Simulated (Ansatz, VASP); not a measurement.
# Al in VASP and in Ansatz

```
Al
1.0
     4.49160    0.00000    0.00000
    -2.24580    3.88984    0.00000
     0.00000    0.00000    2.72260
Al
2
Direct
  0.33333 0.66667 0.00000
  0.66667 0.33333 0.00000
```

Alike in both runs: task relaxation of cell and atoms; functional PBE; k mesh 7 × 7 × 10; occupations fermi-dirac, width 0.05 eV; no spin polarisation.

|  | VASP | Ansatz |
| --- | --- | --- |
| version | VASP 6.6.1 | Ansatz 0.2.0 |
| potentials or method | VASP PAW PBE potentials, release 64 (Al) | Ansatz PAW |
| plane-wave cutoff (eV) | 600 | 420 |
| valence electrons in the cell | 6 | 6 |

VASP gave:

```
gap on the k mesh at the Fermi level, each at its own relaxed structure (eV) : none
relaxed volume (Å³/atom)                                                     : 24.61
relaxed cell length with the largest relative difference (Å)                 : 2.745
```

Problem. What did Ansatz give for the same quantities?

Solution. gap on the k mesh at the Fermi level, each at its own relaxed structure (eV): none; relaxed volume (Å³/atom): 24.60; relaxed cell length with the largest relative difference (Å): 2.744.

A gap of «none» marks a metal or a gap that the smearing closes.

Noted on Ansatz's run: the plane-wave basis is chosen anew once the cell has moved, so the energies of steps on either side of that aren't comparable.
